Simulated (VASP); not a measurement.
The system is Y3LuO2.

```xyz
6
Lattice="5.1540 0.0000 0.0000 -2.5770 4.4635 0.0000 0.0000 0.0000 4.8740" Properties=species:S:1:pos:R:3 pbc="T T T"
Y     2.5770    0.0000    2.4370
Y    -1.2885    2.2318    2.4370
Y     1.2885    2.2318    2.4370
Lu    0.0000    0.0000    2.4370
O     0.0000    0.0000    0.5885
O     0.0000    0.0000    4.2855
```

The cell was generated, and may not be a known phase.

- Program: VASP 6.6.1
- Task: relaxation of cell and atoms
- Functional: PBE
- Potentials or basis: VASP PAW PBE potentials, release 64 (Y_sv, Lu, O)
- Cutoff: 600 eV
- k mesh: 6 × 6 × 4
- Occupations: gaussian, width 0.1 eV
- Spin: no spin polarisation

At the start: pressure 57.4 GPa; volume 18.69 Å³/atom.

Where does the relaxation end?

Over 5 steps the energy falls by 1834.2 meV/atom and the volume is 36.98 Å³/atom (+97.9 %); space group P6/mmm (No. 191, to 0.1 Å) before and after.

The path:
```csv
step,energy change (eV),largest force (eV/Å),pressure (GPa),volume (Å³)
1,0.0000,5.6150,57.40,112.13
2,-10.5033,0.4498,-2.91,259.28
3,-10.7928,0.5384,3.35,200.10
4,-10.9974,0.0416,-0.57,226.36
5,-11.0050,0.0344,0.04,221.88
```

Final structure:
```cif
data_structure
_symmetry_space_group_name_H-M 'P 1'
_symmetry_Int_Tables_number 1
_cell_length_a 6.5914
_cell_length_b 6.5914
_cell_length_c 5.8970
_cell_angle_alpha 90.000
_cell_angle_beta 90.000
_cell_angle_gamma 120.000
_cell_volume 221.88
loop_
_atom_site_label
_atom_site_type_symbol
_atom_site_fract_x
_atom_site_fract_y
_atom_site_fract_z
_atom_site_occupancy
Y1 Y 0.50000 0.00000 0.50000 1
Y2 Y 0.00000 0.50000 0.50000 1
Y3 Y 0.50000 0.50000 0.50000 1
Lu1 Lu 0.00000 0.00000 0.50000 1
O1 O 0.00000 0.00000 0.16767 1
O2 O 0.00000 0.00000 0.83233 1
```

Caveat: the standard files for N, O and F lose accuracy on very short bonds; the volume moved by over 15 % at a fixed basis, so the end points are rough.
